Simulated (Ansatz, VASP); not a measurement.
## KS7 in VASP and in Ansatz

```
K S
1.0
     0.00000    4.15494    4.15494
     4.15494    0.00000    4.15494
     4.15494    4.15494    0.00000
K S
1 7
Direct
  0.00000 0.00000 0.00000
  0.50000 0.00000 0.00000
  0.00000 0.50000 0.50000
  0.00000 0.50000 0.00000
  0.50000 0.00000 0.50000
  0.00000 0.00000 0.50000
  0.50000 0.50000 0.00000
  0.50000 0.50000 0.50000
```

Change from the starting cell: species swapped into the CePd7 type (Fm-3m, No. 225).

Alike in both runs: functional PBE; k mesh 8 × 8 × 8; occupations gaussian, width 0.1 eV; no spin polarisation.

Ansatz relaxed the structure, and its values are those at the end. VASP's run is a single point on that final structure, the one shown.

|  | VASP | Ansatz |
| --- | --- | --- |
| version | VASP 6.6.1 | Ansatz 0.2.0 |
| potentials or method | VASP PAW PBE potentials, release 64 (K_sv, S), cutoff 520 eV | scalar-relativistic, plane waves, PAW |
| valence electrons in the cell | 51 | 51 |

VASP gave:

```
gap on the k mesh at the Fermi level (eV) : none
pressure (GPa)                            : 0.1
```

Q: What did Ansatz give for the same quantities?

A: gap on the k mesh at the Fermi level (eV): none; pressure (GPa): 0.0.

A gap of «none» marks a metal or a gap that the smearing closes. With one functional, cell and mesh, what is left measures potentials, basis and numerics.
